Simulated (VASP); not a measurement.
Runs of VASP 6.6.1 on Cs. The structure is that of space group P6_3/mmc (No. 194), or close to it. The cells are those of the table. This isn't the form of Cs at room conditions, which is bcc.

```tsv
cell	gap on the mesh (eV)	pressure (GPa)
a = 4.346, b = 4.346, c = 7.040 Å, angles 90.0, 90.0, 120.0°, 2 atoms	none	2.3
a = 4.575, b = 4.575, c = 7.411 Å, angles 90.0, 90.0, 120.0°, 2 atoms	none	(b)
a = 4.783, b = 4.783, c = 7.749 Å, angles 90.0, 90.0, 120.0°, 2 atoms	none	0.7
a = 3.796, b = 3.796, c = 6.150 Å, angles 90.0, 90.0, 120.0°, 2 atoms	none	4.9
a = 4.090, b = 4.090, c = 6.625 Å, angles 90.0, 90.0, 120.0°, 2 atoms	none	(a)
```

Alike in all rows: task single point; level LDA; potentials or basis VASP PAW LDA potentials, release 64 (Cs_sv); no spin polarisation; k mesh 9 × 9 × 5; cutoff (eV) 520; smearing fermi-dirac 0.1 eV.

Task: Fill in the values left out.

Result: (a) 3.4; (b) 1.4.

Caveats: spin-orbit coupling is left out, which moves the levels of the heavy elements; the cell stands under pressure (at least some runs).

A k mesh can miss the band edges, and the runs leave out spin-orbit coupling on Cs.

A gap of «none» marks levels without a gap at the run's occupations.
